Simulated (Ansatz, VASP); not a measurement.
**BeSe3: VASP beside Ansatz**

```
CELL_PARAMETERS angstrom
5.10000 0.00000 0.00000
0.00000 5.10000 0.00000
0.00000 0.00000 6.75000
ATOMIC_POSITIONS crystal
Be 0.00000 0.00000 0.00000
Be 0.50000 0.50000 0.00000
Se 0.25000 0.75000 0.81000
Se 0.75000 0.25000 0.81000
Se 0.25000 0.25000 0.19000
Se 0.75000 0.75000 0.19000
Se 0.50000 0.00000 0.41000
Se 0.00000 0.50000 0.59000
```

Alike in both runs: task relaxation of cell and atoms; functional PBE; k mesh 3 × 3 × 3; occupations gaussian, width 0.2 eV; no spin polarisation.

```csv
,VASP,Ansatz
version,VASP 6.6.1,Ansatz 0.2.0
potentials or method,"VASP PAW PBE potentials, release 64 (Be, Se), cutoff 600 eV","scalar-relativistic, plane waves, PAW"
valence electrons in the cell,40,100
```

|  | VASP | Ansatz | Ansatz less VASP |
| --- | --- | --- | --- |
| gap on the k mesh at the Fermi level, each at its own relaxed structure (eV) | 0.94 | 0.92 | -0.027 |
| relaxed volume (Å³/atom) | 25.71 | 25.78 | +0.073 |
| relaxed length of the cell vector where the two differ most in proportion (Å) | 7.443 | 7.466 | +0.0227 |

VASP's potentials hold 40 valence electrons a cell and Ansatz's 100, so a difference there can come from the potentials and not from the codes.

Noted on VASP's run: the volume moved by over 15 % at a fixed basis, so the end points are rough.
